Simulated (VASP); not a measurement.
Wanted: the native input for a VASP 6.6.1 run.

- Task: single point
- Functional: PBEsol
- Potentials or basis: VASP PAW PBE potentials, release 64 (As_d)
- Cutoff: 600 eV
- k mesh: 9 × 9 × 9
- Occupations: fermi-dirac, width 0.05 eV
- Spin: no spin polarisation
- Dipole correction: no
- Second run: valence_matched
- Further INCAR settings: ALGO = Normal; EDIFF = 1e-06; NBANDS = 22

The structure of As lies in POSCAR:

```
As
1.0
    1.9055470646      1.1001681106      3.5603049553
   -1.9055470646      1.1001681106      3.5603049553
    0.0000000000     -2.2003362214      3.5603049553
As
2
Direct
    0.2260000000      0.2260000000      0.2260000000
    0.7740000000      0.7740000000      0.7740000000
```

These files were run (other wordings do the same):

INCAR

```
ALGO = Normal ; EDIFF = 1E-6
ENCUT = 600 ; GGA = PS
GGA_COMPAT = F ; ISIF = 2
ISMEAR = -1 ; LASPH = T
LCHARG = T ; LELF = T
LREAL = F ; LVHAR = T
LWAVE = F ; NBANDS = 22
NELM = 120 ; PREC = Accurate
SIGMA = 0.05
```

KPOINTS

```
k-points
0
Gamma
  9 9 9
```

Potentials or basis: VASP PAW PBE potentials, release 64 (As_d).

Run with:

```sh
$ cat potpaw_PBE.64/As_d/POTCAR > POTCAR
$ mpirun -np 1 vasp_std > vasp.out
```

It gave:

| Property | Result |
| --- | --- |
| Pressure | -2.5 GPa |
| Largest force | 0.124 eV/Å |
| Band gap on the k mesh | zero (band 15 reaches 3.27 eV, above the bottom of band 16 at 3.17 eV) |

Caveat: the PAW data sets were made with another functional, which shifts forces and pressure a little.

It took 120 s on 1 thread of AMD EPYC 7R43 64-Core Processor (Zen 3) (shared host), peak memory 0.21 GiB.
